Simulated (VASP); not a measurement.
Write the native input for VASP 6.6.1 that does the following.

| Property | Result |
| --- | --- |
| Task | relaxation of cell and atoms |
| Functional | LDA |
| Potentials or basis | VASP PAW LDA potentials, release 64 (Ti_sv, N) |
| Cutoff | 600 eV |
| k mesh | 18 × 18 × 18 |
| Occupations | gaussian, width 0.1 eV |
| Spin | no spin polarisation |
| Dipole correction | no |
| Further INCAR settings | ALGO = Normal; EDIFF = 1e-07; IBRION = 2; EDIFFG = -0.002; NSW = 100; ISIF = 3 |

The structure of TiN (l.b) lies in POSCAR:

```
TiN
1.0
    0.0000000000      2.0864398374      2.0864398374
    2.0864398374      0.0000000000      2.0864398374
    2.0864398374      2.0864398374      0.0000000000
Ti N
1 1
Direct
    0.0000000000      0.0000000000      0.0000000000
    0.5000000000      0.5000000000      0.5000000000
```

One way to write it, as run:

INCAR

```
SYSTEM = TiN
ALGO = Normal
EDIFF = 1E-7
EDIFFG = -0.002
ENCUT = 600
GGA_COMPAT = .FALSE.
IBRION = 2
ISIF = 3
ISMEAR = 0
LASPH = .TRUE.
LCHARG = .FALSE.
LREAL = .FALSE.
LWAVE = .FALSE.
NELM = 120
NELMIN = 4
NSW = 100
PREC = Accurate
SIGMA = 0.1
```

KPOINTS

```
k-points
0
G
  18 18 18
  0 0 0
```

Potentials or basis: VASP PAW LDA potentials, release 64 (Ti_sv, N).

Launch:

```console
$ cat potpaw_LDA.64/Ti_sv/POTCAR potpaw_LDA.64/N/POTCAR > POTCAR
$ mpirun -np 1 vasp_std > vasp.out
```

Results of the run:

```yaml
Relaxed_volume: 9.10 Å³/atom
Relaxed_cell: a = 2.953 Å, b = 2.953 Å, c = 2.953 Å, α = 60.00°, β = 60.00°, γ = 60.00°
Space_group_after_relaxing_to_0.05_Å: Fm-3m (No. 225)
Energy_gained_by_relaxing: 0.0 meV/atom
Ionic_steps: 3
Pressure_after_relaxing: 0.0 GPa
```

Run time: 110 s on 1 thread of Intel(R) Xeon(R) Platinum 8488C (Sapphire Rapids), on a shared host, peak memory 0.18 GiB.
